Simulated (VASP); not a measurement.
Crystal: PbS.

```
Pb S
1.0
     3.65366    0.00000    0.00000
     0.00000    3.65366    0.00000
     0.00000    0.00000    3.65366
Pb S
1 1
Direct
  0.00000 0.00000 0.00000
  0.50000 0.50000 0.50000
```

| Property | Result |
| --- | --- |
| Program | VASP 6.6.1 |
| Task | relaxation of cell and atoms |
| Functional | r2SCAN |
| Dispersion | D4 |
| Potentials or basis | VASP PAW PBE potentials, release 64 (Pb_d, S) |
| Cutoff | 600 eV |
| k mesh | 7 × 7 × 7 |
| Occupations | fermi-dirac, width 0.05 eV |
| Spin | no spin polarisation |

At the start: pressure -1.5 GPa; volume 24.39 Å³/atom.

Question: How do energy, volume and symmetry change on relaxing?

Answer: Over 3 steps the energy falls by 2.8 meV/atom and the volume is 23.80 Å³/atom (-2.4 %); space group Pm-3m (No. 221, to 0.05 Å).

Step by step:
```tsv
step	energy change (eV)	largest force (eV/Å)	pressure (GPa)	volume (Å³)
1	0.0000	0.0000	-1.48	48.77
2	-0.0049	0.0000	0.54	47.20
3	-0.0055	0.0000	0.00	47.60
```

Final structure:
```cif
data_structure
_symmetry_space_group_name_H-M 'P 1'
_symmetry_Int_Tables_number 1
_cell_length_a 3.6240
_cell_length_b 3.6240
_cell_length_c 3.6240
_cell_angle_alpha 90.000
_cell_angle_beta 90.000
_cell_angle_gamma 90.000
_cell_volume 47.60
loop_
_atom_site_label
_atom_site_type_symbol
_atom_site_fract_x
_atom_site_fract_y
_atom_site_fract_z
_atom_site_occupancy
Pb1 Pb 0.00000 0.00000 0.00000 1
S1 S 0.50000 0.50000 0.50000 1
```

Caveat: the PAW data sets were made with another functional, which shifts forces and pressure a little.
